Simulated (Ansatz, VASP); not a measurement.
# One calculation of Al3Cu2, two programs

```
Al Cu
1.0
     4.05572    0.00000    0.00000
    -2.02786    3.51235    0.00000
     0.00000    0.00000    4.93155
Al Cu
3 2
Cartesian
  0.0000 0.0000 0.0000
  0.0000 2.3416 1.7304
  2.0279 1.1708 3.2011
  0.0000 2.3416 4.1503
  2.0279 1.1708 0.7812
```

Alike in both runs: functional LDA; k mesh 12 × 12 × 8; occupations gaussian, width 0.1 eV; no spin polarisation.

Ansatz relaxed the structure, and its values are those at the end. VASP's run is a single point on that final structure, the one shown.

```csv
,VASP,Ansatz
version,VASP 6.6.1,Ansatz 0.2.0
potentials or method,"VASP PAW LDA potentials, release 64 (Al, Cu), cutoff 520 eV","scalar-relativistic, plane waves, PAW"
valence electrons in the cell,31,47
```

|  | VASP | Ansatz | Ansatz less VASP |
| --- | --- | --- | --- |
| gap on the k mesh at the Fermi level (eV) | none | none | - |
| pressure (GPa) | 0.4 | 0.0 | -0.43 |

Ansatz warns that its potentials were made for another functional, while VASP's fit it. LDA's correlation is that of Perdew and Zunger in VASP and of Perdew and Wang (1992) in Ansatz. A gap of «none» marks a metal or a gap that the smearing closes. VASP's potentials hold 31 valence electrons a cell and Ansatz's 47, so a difference there can come from the potentials and not from the codes.
